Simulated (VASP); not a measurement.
# V (Fd-3m) in VASP: notebook

Runs on V. Level: PBE. Tasks: single point.

All numbers are computed with VASP 6.6.1; they aren't measurements. Logs are shortened: lines on timing, memory, paths and dates and some standing lists are left out, and cuts for length are marked.

**1. The cell of the first run**

It takes space group Fd-3m (No. 227, cubic). Conventional cell: a = 5.007 Å, b = 5.007 Å, c = 5.007 Å, α = 90.00°, β = 90.00°, γ = 90.00°. Within 2.9 Å of V (site symmetry -43m) lie 4 V at 2.17 Å.

**2. Single point, PBE (volume scaled by 0.84)**

Input file INCAR:

```
ALGO = Normal
EDIFF = 1E-7
ENCUT = 520
GGA = PE
ISIF = 2
ISMEAR = -1
LASPH = True
LCHARG = True
LELF = True
LREAL = False
LVHAR = True
LWAVE = False
NBANDS = 20
NELM = 60
PREC = Accurate
SIGMA = 0.08
```

Input file KPOINTS:

```
k-points
0
Gamma
  14 14 14
```

Input file POSCAR:

```
V
1.0
    0.0000000000      2.5035137312      2.5035137312
    2.5035137312      0.0000000000      2.5035137312
    2.5035137312      2.5035137312      0.0000000000
V
2
Direct
   -0.1250000000     -0.1250000000     -0.1250000000
    0.1250000000      0.1250000000      0.1250000000
```

Potentials or basis: VASP PAW PBE potentials, release 64 (V_sv).

On the command line:

```console
$ cat potpaw_PBE.64/V_sv/POTCAR > POTCAR
$ mpirun -np 1 vasp_std > vasp.out
```

OUTCAR:

```text
EDIFF = 1E-7
   ENCUT = 520
   GGA = PE
   ISIF = 2
   ISMEAR = -1
   LASPH = True
   LREAL = False
   NELM = 60
   PREC = Accurate

 ion  position               nearest neighbor table
   1  0.875  0.875  0.875-   2 2.17   2 2.17   2 2.17   2 2.17
   2  0.125  0.125  0.125-   1 2.17   1 2.17   1 2.17   1 2.17

  LATTYP: Found a face centered cubic cell.
 ALAT       =     5.0070274624

  Lattice vectors:

 A1 = (   0.0000000000,   2.5035137312,   2.5035137312)
 A2 = (   2.5035137312,   0.0000000000,   2.5035137312)
 A3 = (   2.5035137312,   2.5035137312,   0.0000000000)

Analysis of symmetry for initial positions (statically):
=====================================================================
 Subroutine PRICEL returns:
 Original cell was already a primitive cell.

 Routine SETGRP: Setting up the symmetry group for a
 face centered cubic supercell.

 Subroutine GETGRP returns: Found 48 space group operations
 (whereof 12 operations were pure point group operations)
 out of a pool of 48 trial point group operations.

The static configuration has the point symmetry D_3d.
 The point group associated with its full space group is O_h .

Analysis of symmetry for dynamics (positions and initial velocities):
=====================================================================
 Subroutine PRICEL returns:
 Original cell was already a primitive cell.

 Routine SETGRP: Setting up the symmetry group for a
 face centered cubic supercell.

 Subroutine GETGRP returns: Found 48 space group operations
 (whereof 12 operations were pure point group operations)
 out of a pool of 48 trial point group operations.

The dynamic configuration has the point symmetry D_3d.
 The point group associated with its full space group is O_h .

 Subroutine INISYM returns: Found 48 space group operations
 (whereof 12 operations are pure point group operations),
 and found     1 'primitive' translations

----------------------------------------------------------------------------------------

                                     Primitive cell

  volume of cell :      31.3820

  direct lattice vectors                    reciprocal lattice vectors
     0.000000000  2.503513731  2.503513731    -0.199719296  0.199719296  0.199719296
     2.503513731  0.000000000  2.503513731     0.199719296 -0.199719296  0.199719296
     2.503513731  2.503513731  0.000000000     0.199719296  0.199719296 -0.199719296

  length of vectors
     3.540503072  3.540503072  3.540503072     0.345923968  0.345923968  0.345923968

  position of ions in fractional coordinates (direct lattice)
     0.875000000  0.875000000  0.875000000
     0.125000000  0.125000000  0.125000000

  ion indices of the primitive-cell ions
   primitive index   ion index
                 1           1
                 2           2

----------------------------------------------------------------------------------------

 KPOINTS: k-points

Automatic generation of k-mesh.
 Grid dimensions read from file:
 generate k-points for:   14   14   14

 Generating k-lattice:

  Cartesian coordinates                     Fractional coordinates (reciprocal lattice)
    -0.014265664  0.014265664  0.014265664     0.071428571  0.000000000  0.000000000
     0.014265664 -0.014265664  0.014265664     0.000000000  0.071428571  0.000000000
     0.014265664  0.014265664 -0.014265664     0.000000000  0.000000000  0.071428571

  Length of vectors
     0.024708855  0.024708855  0.024708855

  Shift w.r.t. Gamma in fractional coordinates (k-lattice)
     0.000000000  0.000000000  0.000000000

 Subroutine IBZKPT returns following result:
 ===========================================

 Found    104 irreducible k-points:

 Following reciprocal coordinates:
            Coordinates               Weight
  0.000000  0.000000  0.000000      1.000000
  0.071429  0.000000  0.000000      8.000000
  0.142857  0.000000  0.000000      8.000000
  0.214286  0.000000  0.000000      8.000000
  0.285714  0.000000  0.000000      8.000000
  0.357143  0.000000  0.000000      8.000000
[... 16 lines left out ...]
  0.214286  0.142857  0.000000     24.000000
  0.285714  0.142857  0.000000     24.000000
 [... further k-points ...]
   k-points           NKPTS =    104   k-points in BZ     NKDIM =    104   number of bands    NBANDS=     20
   number of dos      NEDOS =    301   number of ions     NIONS =      2
   total plane-waves  NPLWV =  21952
   dimension x,y,z NGX =    28 NGY =   28 NGZ =   28
   dimension x,y,z NGXF=    56 NGYF=   56 NGZF=   56
   ions per type =               2
   NGX,Y,Z   is equivalent  to a cutoff of  13.15, 13.15, 13.15 a.u.
   NGXF,Y,Z  is equivalent  to a cutoff of  26.30, 26.30, 26.30 a.u.
 SYSTEM =  unknown system
   PREC   = accura    normal or accurate (medium, high low for compatibility)
   ISTART =      0    job   : 0-new  1-cont  2-samecut
   ICHARG =      2    charge: 1-file 2-atom 10-const
   ISPIN  =      1    spin polarized calculation?
   LNONCOLLINEAR =      F non collinear calculations
   LSORBIT =      F    spin-orbit coupling
   LASPH  =      T    aspherical Exc in radial PAW
   ENCUT  =  520.0 eV  38.22 Ry    6.18 a.u.   6.58  6.58  6.58*2*pi/ulx,y,z
   NELM   =     60;   NELMIN=  2; NELMDL= -5     # of ELM steps
   EDIFF  = 0.1E-06   stopping-criterion for ELM
   LREAL  =      F    real-space projection
   EDIFFG = 0.1E-05   stopping-criterion for IOM
   NSW    =      0    number of steps for IOM
   IBRION =     -1    ionic relax: 0-MD 1-quasi-New 2-CG
   NFREE  =      0    steps in history (QN), initial steepest desc. (CG)
   ISIF   =      2    stress and relaxation
   ISYM   =      2    0-nonsym 1-usesym 2-fastsym
   POTIM  = 0.5000    time-step for ionic-motion
   TEBEG  =    0.0;   TEEND  =   0.0 temperature during run
   PSTRESS=    0.0 pullay stress
   NELECT =      26.0000    total number of electrons
   NUPDOWN=      -1.0000    fix difference up-down
   EMIN   =  10.00;   EMAX   =-10.00  energy-range for DOS
   EFERMI =   0.00;   METHOD = LEGACY
   ISMEAR =    -1;   SIGMA  =   0.08  broadening in eV -4-tet -1-fermi 0-gaus
   EFERMI_NEDOS =   21; number of points for ismear=-14 and -15
   IALGO  =     38    algorithm
   IMIX   =      4    mixing-type and parameters
     AMIX     =   0.40;   BMIX     =  1.00
     AMIX_MAG =   1.60;   BMIX_MAG =  1.00
  volume/ion in A,a.u.               =      15.69       105.89
  Fermi-wavevector in a.u.,A,eV,Ry     =   1.537586  2.905615 32.166479  2.364169
  Thomas-Fermi vector in A             =   2.644074
   LORBIT       =      0    0 simple, 1 ext, 2 COOP (PROOUT), +10 PAW based schemes
   GGA     = PE    functional components
   LHFCALC =     F    Hartree Fock is set to
   AEXX    =    0.0000 exact exchange contribution
   IVDW    =     0    specifies the selected vdW correction
   LEPSILON=     F    determine dielectric tensor
   LRPA    =     F    only Hartree local field effects (RPA)
 non-spin polarized calculation
  energy-cutoff  :      520.00
  volume of cell :       31.38
 maximum number of plane-waves:       877
   NGX = 13   NGY = 13   NGZ = 13

 number of electron      26.0000015 magnetization

 Free energy of the ion-electron system (eV)
  ---------------------------------------------------
  ext. energy  EPLUGINS =         0.00000000
  ---------------------------------------------------
  free energy    TOTEN  =       -12.96354904 eV

  energy without entropy =      -12.88016353  energy(sigma->0) =      -12.92185629

 E-fermi :   8.0384     XC(G=0): -11.7043

 val. band max:        8.0315837457   @ k =   0.5000   0.4286   0.0714
 cond. band min:       8.0418723253   @ k =   0.5000   0.3571   0.0000
 fundamental gap:      0.0102885796
 Fermi energy:         8.0384414048

 k-point     1 :       0.0000    0.0000    0.0000
  band No.  band energies     occupation
      1     -55.7886      2.00000
      2     -54.7230      2.00000
      3     -29.8826      2.00000
      4     -29.8826      2.00000
      5     -29.8826      2.00000
      6     -28.6116      2.00000
[... 12 lines left out ...]
     19      12.4839      0.00000
     20      22.0289      0.00000

 k-point     2 :       0.0714    0.0000    0.0000
  band No.  band energies     occupation
      1     -55.7790      2.00000
      2     -54.7334      2.00000
      3     -29.8920      2.00000
      4     -29.8920      2.00000
      5     -29.8841      2.00000
      6     -28.6111      2.00000
[... 12 lines left out ...]
     19      12.4786      0.00000
     20      20.8033      0.00000

 k-point     3 :       0.1429    0.0000    0.0000
  band No.  band energies     occupation
      1     -55.7508      2.00000
      2     -54.7635      2.00000
      3     -29.9176      2.00000
      4     -29.9176      2.00000
      5     -29.8884      2.00000
      6     -28.6091      2.00000
[... 12 lines left out ...]
     19      12.4586      0.00000
     20      19.3821      0.00000

 k-point     4 :       0.2143    0.0000    0.0000
  band No.  band energies     occupation
      1     -55.7068      2.00000
      2     -54.8103      2.00000
      3     -29.9528      2.00000
      4     -29.9528      2.00000
      5     -29.8959      2.00000
      6     -28.6051      2.00000
[... 12 lines left out ...]
     19      12.4125      0.00000
     20      17.8640      0.00000

 k-point     5 :       0.2857    0.0000    0.0000
  band No.  band energies     occupation
      1     -55.6519      2.00000
      2     -54.8684      2.00000
      3     -29.9898      2.00000
      4     -29.9898      2.00000
      5     -29.9056      2.00000
      6     -28.5988      2.00000
[... 12 lines left out ...]
     19      12.3269      0.00000
     20      16.2974      0.00000
[... 353 lines left out ...]
      6     -28.6204      2.00000
[... 12 lines left out ...]
     19      12.5405      0.00000
     20      20.1118      0.00000

 k-point    22 :       0.1429    0.1429    0.0000
  band No.  band energies     occupation
      1     -55.7375      2.00000
      2     -54.7777      2.00000
      3     -29.9592      2.00000
      4     -29.9592      2.00000
      5     -29.8201      2.00000
      6     -28.6801      2.00000
[... 12 lines left out ...]
     19      12.6464      0.00000
     20      19.8924      0.00000

 k-point    23 :       0.2143    0.1429    0.0000
  band No.  band energies     occupation
      1     -55.7040      2.00000
      2     -54.8134      2.00000
      3     -29.9971      2.00000
      4     -29.9957      2.00000
      5     -29.7936      2.00000
      6     -28.7086      2.00000
[... 12 lines left out ...]
     19      12.6701      0.00000
     20      18.7867      0.00000

 k-point    24 :       0.2857    0.1429    0.0000
  band No.  band energies     occupation
      1     -55.6560      2.00000
      2     -54.8641      2.00000
      3     -30.0422      2.00000
      4     -30.0324      2.00000
      5     -29.7735      2.00000
      6     -28.7286      2.00000
[... 12 lines left out ...]
     19      12.6538      0.00000
     20      17.2684      0.00000

 [... further k-points ...]

------------------------ aborting loop because EDIFF is reached ----------------------------------------

  FORCE on cell =-STRESS in cart. coord.  units (eV):
  Direction    XX          YY          ZZ          XY          YZ          ZX
  --------------------------------------------------------------------------------------
  -------------------------------------------------------------------------------------
  Total        3.2856026      3.2856026      3.2856026     -0.0000000     -0.0000000     -0.0000000
  in kB      167.7434970    167.7434970    167.7434970     -0.0000000     -0.0000000     -0.0000000
  external PRESSURE =     167.7434970 kB  Pullay stress =       0.0000000 kB

 VOLUME and BASIS-vectors are now :
 -----------------------------------------------------------------------------
  energy-cutoff  :      520.00
  volume of cell :       31.38
      direct lattice vectors                 reciprocal lattice vectors
     0.000000000  2.503513731  2.503513731    -0.199719296  0.199719296  0.199719296
     2.503513731  0.000000000  2.503513731     0.199719296 -0.199719296  0.199719296
     2.503513731  2.503513731  0.000000000     0.199719296  0.199719296 -0.199719296

 POSITION                                       TOTAL-FORCE (eV/Angst)
 -----------------------------------------------------------------------------------
      4.38115      4.38115      4.38115        -0.000000      0.000000      0.000000
      0.62588      0.62588      0.62588         0.000000     -0.000000     -0.000000
 -----------------------------------------------------------------------------------
    total drift:                                0.000000     -0.000000     -0.000000

  FREE ENERGIE OF THE ION-ELECTRON SYSTEM (eV)
  ---------------------------------------------------
  free  energy   TOTEN  =       -12.9635490402 eV

  energy  without entropy=      -12.8801635340  energy(sigma->0) =      -12.92185629
```

Run time: 34 s. Hardware: 1 thread of Intel Xeon 6975P-C, shared host; peak memory 0.19 GiB.

Results:

```yaml
Free_energy: -12.9635 eV
Pressure: 16.8 GPa
Band_gap_on_the_k_mesh: zero (band 13 reaches 8.74 eV, above the bottom of band 14 at 7.24 eV)
```

Levels at points of the mesh, in eV from the Fermi level:
```tsv
k point	band 11	band 12	band 13	band 14	band 15	band 16
(0.00, 0.00, 0.00)	-1.55	-0.69	-0.69	-0.69	1.73	1.73
(0.50, 0.00, 0.00)	-1.47	-1.47	-0.80	-0.80	0.61	2.75
(0.50, 0.50, 0.00)	-0.69	-0.69	0.71	0.71	1.29	1.29
```

Caveat: the cell differs from its parent crystal (volume scaled by 0.84).

**3. Single point, PBE (volume scaled by 0.92)**

Input file INCAR:

```
SYSTEM = V
PREC = Accurate
ENCUT = 520
EDIFF = 1E-6
ISMEAR = -1
SIGMA = 0.08
LREAL = .FALSE.
LASPH = .TRUE.
NELM = 100
ALGO = Normal
ISIF = 2
LWAVE = .FALSE.
LCHARG = .FALSE.
GGA = PE
NBANDS = 20
```

Input file KPOINTS:

```
Automatic mesh
0
G
  14 14 14
  0 0 0
```

Input file POSCAR:

```
V
1.0
    0.0000000000      2.5805928611      2.5805928611
    2.5805928611      0.0000000000      2.5805928611
    2.5805928611      2.5805928611      0.0000000000
V
2
Direct
   -0.1250000000     -0.1250000000     -0.1250000000
    0.1250000000      0.1250000000      0.1250000000
```

Potentials or basis: VASP PAW PBE potentials, release 64 (V_sv).

On the command line:

```console
$ cat potpaw_PBE.64/V_sv/POTCAR > POTCAR
$ mpirun -np 1 vasp_std > vasp.out
```

It took 36 s on 1 thread of Intel Xeon 6975P-C, shared host; peak memory 0.19 GiB.

Results (log left out):

* Free energy: -13.1800 eV
* Pressure: 7.0 GPa
* Band gap on the k mesh: zero (band 13 reaches 7.50 eV, above the bottom of band 14 at 6.38 eV)

Levels at points of the mesh, in eV from the Fermi level:
```csv
k point,band 11,band 12,band 13,band 14,band 15,band 16
"(0.00, 0.00, 0.00)",-1.27,-0.61,-0.61,-0.61,1.61,1.61
"(0.50, 0.00, 0.00)",-1.21,-1.21,-0.66,-0.66,0.43,2.52
"(0.50, 0.50, 0.00)",-0.55,-0.55,0.42,0.42,1.28,1.28
```

Caveat: the cell differs from its parent crystal (volume scaled by 0.92).

**4. Single point, PBE**

This run uses another cell than the first one, of 18.68 Å³/atom, 1.190 times its volume.

Input file INCAR:

```
SYSTEM = V
  PREC = Accurate
  ENCUT = 520
  EDIFF = 1E-6
  ISMEAR = -1
  SIGMA = 0.08
  LREAL = .FALSE.
  LASPH = .TRUE.
  NELM = 60
  ALGO = Normal
  ISIF = 2
  LWAVE = .FALSE.
  LCHARG = .TRUE.
  GGA = PE
  LELF = .TRUE.
  LVHAR = .TRUE.
  NBANDS = 20
```

Input file KPOINTS:

```
regular mesh
0
G
  14 14 14
  0 0 0
```

Input file POSCAR:

```
V
1.0
    0.0000000000      2.6533235747      2.6533235747
    2.6533235747      0.0000000000      2.6533235747
    2.6533235747      2.6533235747      0.0000000000
V
2
Direct
   -0.1250000000     -0.1250000000     -0.1250000000
    0.1250000000      0.1250000000      0.1250000000
```

On the command line:

```console
$ cat potpaw_PBE.64/V_sv/POTCAR > POTCAR
$ mpirun -np 1 vasp_std > vasp.out
```

Run time: 31 s. Hardware: 1 thread of Intel Xeon 6975P-C, shared host; peak memory 0.2 GiB.

It converged, with:

```yaml
Free_energy: -13.2458 eV
Pressure: 0.4 GPa
Band_gap_on_the_k_mesh: zero (band 13 reaches 6.57 eV, above the bottom of band 14 at 5.63 eV)
```

Levels at points of the mesh, in eV from the Fermi level:
```
           k point  band 11  band 12  band 13  band 14  band 15  band 16
(0.00, 0.00, 0.00)    -1.05    -0.54    -0.54    -0.54     1.51     1.51
(0.50, 0.00, 0.00)    -1.00    -1.00    -0.55    -0.55     0.30     2.33
(0.50, 0.50, 0.00)    -0.45    -0.45     0.20     0.20     1.26     1.26
```

**5. The runs side by side**

```tsv
cell	gap on the mesh (eV)	pressure (GPa)
a = 3.541 Å, angles 60.0°, 2 atoms	none	16.8
a = 3.650 Å, angles 60.0°, 2 atoms	none	7.0
a = 3.752 Å, angles 60.0°, 2 atoms	none	0.4
```

Alike in all rows: task single point; level PBE; potentials or basis VASP PAW PBE potentials, release 64 (V_sv); no spin polarisation; k mesh 14 × 14 × 14; cutoff (eV) 520; smearing fermi-dirac 0.08 eV.

Total energies depend on the potentials used, so only differences within one code and one set of settings carry meaning.
